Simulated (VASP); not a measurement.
**CdS (Hawleyite): single point with PBEsol**

CdS (Hawleyite):

```
Cd S
1.0
     0.00000    2.91228    2.91228
     2.91228    0.00000    2.91228
     2.91228    2.91228    0.00000
Cd S
1 1
Direct
  0.00000 0.00000 0.00000
  0.25000 0.25000 0.25000
```

| Quantity | Value |
| --- | --- |
| Program | VASP 6.6.1 |
| Task | single point |
| Functional | PBEsol |
| Potentials or basis | VASP PAW PBE potentials, release 64 (Cd, S) |
| Cutoff | 520 eV |
| k mesh | 8 × 8 × 8 |
| Occupations | gaussian, width 0.02 eV |
| Spin | no spin polarisation |

```
Pressure               : 0.4 GPa
Band gap on the k mesh : 1.02 eV, direct
```

Levels at points of the mesh, in eV from the valence-band top:
```tsv
k point	band 7	band 8	band 9	band 10	band 11	band 12
(0.00, 0.00, 0.00)	0.00	0.00	0.00	1.02	6.44	6.44
(0.50, 0.00, 0.00)	-4.51	-0.77	-0.77	2.90	6.91	6.91
(0.50, 0.50, 0.00)	-4.03	-1.93	-1.93	3.38	4.26	9.10
```

Run time: 25 s on 1 thread of AMD EPYC 7R43 64-Core Processor (Zen 3), on a shared host, peak memory 0.15 GiB.

Caveat: the PAW data sets were made with another functional, which shifts forces and pressure a little. PBEsol gaps usually lie below the measured ones, often by a third to a half.
